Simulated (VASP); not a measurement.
The system is TiC.

```
Ti C
1.0
     3.04209    0.00000    0.00000
    -1.52104    2.63452    0.00000
     0.00000    0.00000    2.69797
Ti C
1 1
Direct
  0.00000 0.00000 0.50000
  0.33333 0.66667 0.00000
```

| Property | Result |
| --- | --- |
| Program | VASP 6.6.1 |
| Task | relaxation of cell and atoms |
| Functional | revPBE |
| Dispersion | D4 |
| Potentials or basis | VASP PAW PBE potentials, release 64 (Ti_sv, C) |
| Cutoff | 600 eV |
| k mesh | 10 × 10 × 10 |
| Occupations | fermi-dirac, width 0.05 eV |
| Spin | no spin polarisation |

At the start: pressure -5.0 GPa; volume 10.81 Å³/atom.

Problem. Where does the relaxation end?

Solution. Over 7 steps the energy falls by 4.0 meV/atom and the volume is 10.55 Å³/atom (-2.4 %); space group P-6m2 (No. 187, to 0.05 Å).

The path:
| step | energy change (eV) | largest force (eV/Å) | pressure (GPa) | volume (Å³) |
| --- | --- | --- | --- | --- |
| 1 | 0.0000 | 0.0001 | -5.00 | 21.62 |
| 2 | 0.0023 | 0.0000 | 6.05 | 20.58 |
| 3 | -0.0077 | 0.0001 | -0.04 | 21.13 |
| 4 | -0.0077 | 0.0001 | 0.01 | 21.12 |
| 5 | -0.0080 | 0.0000 | -0.02 | 21.11 |
| 6 | -0.0080 | 0.0001 | -0.01 | 21.10 |
| 7 | -0.0081 | 0.0000 | 0.08 | 21.10 |

Final structure:
```
Ti C
1.0
     3.01148   -0.00002    0.00000
    -1.50575    2.60800    0.00000
     0.00000    0.00000    2.68699
Ti C
1 1
Direct
  0.00000 0.00000 0.50000
  0.33333 0.66667 0.00000
```

Caveat: the PAW data sets were made with another functional, which shifts forces and pressure a little; pairwise dispersion overbinds metals, which lowers pressure and volume.
